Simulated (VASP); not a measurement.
Au, 2 atoms in the cell. Symmetry: C2/m, No. 12, monoclinic system. The conventional cell has a = 5.104 Å, b = 2.947 Å, c = 4.774 Å, α = 90.00°, β = 90.00°, γ = 90.00°. Au (site symmetry m) has 12 Au at 2.76 to 3.08 Å within 3.6 Å.  This cell differs from its parent crystal: shortest bond scaled by 0.94.

- Program: VASP 6.6.1
- Task: single point
- Functional: PBEsol
- Potentials or basis: VASP PAW PBE potentials, release 64 (Au)
- Cutoff: 520 eV
- k mesh: 12 × 12 × 6
- Occupations: fermi-dirac, width 0.05 eV
- Spin: no spin polarisation
- Dipole correction: no
- Further INCAR settings: ALGO = Normal; EDIFF = 1e-06; NBANDS = 18

Potentials or basis: VASP PAW PBE potentials, release 64 (Au).

Launch:

```sh
$ cat potpaw_PBE.64/Au/POTCAR > POTCAR
$ mpirun -np 1 vasp_std > vasp.out
```

Hardware: 1 thread of Intel(R) Xeon(R) 6975P-C (Granite Rapids) (shared host).

**Question.** Estimate the wall time of this run.

**Answer.** Wall time 36 s on 1 thread of Intel(R) Xeon(R) 6975P-C (Granite Rapids) (shared host), peak memory 0.25 GiB. Counts: scf iterations 11, k points 242.
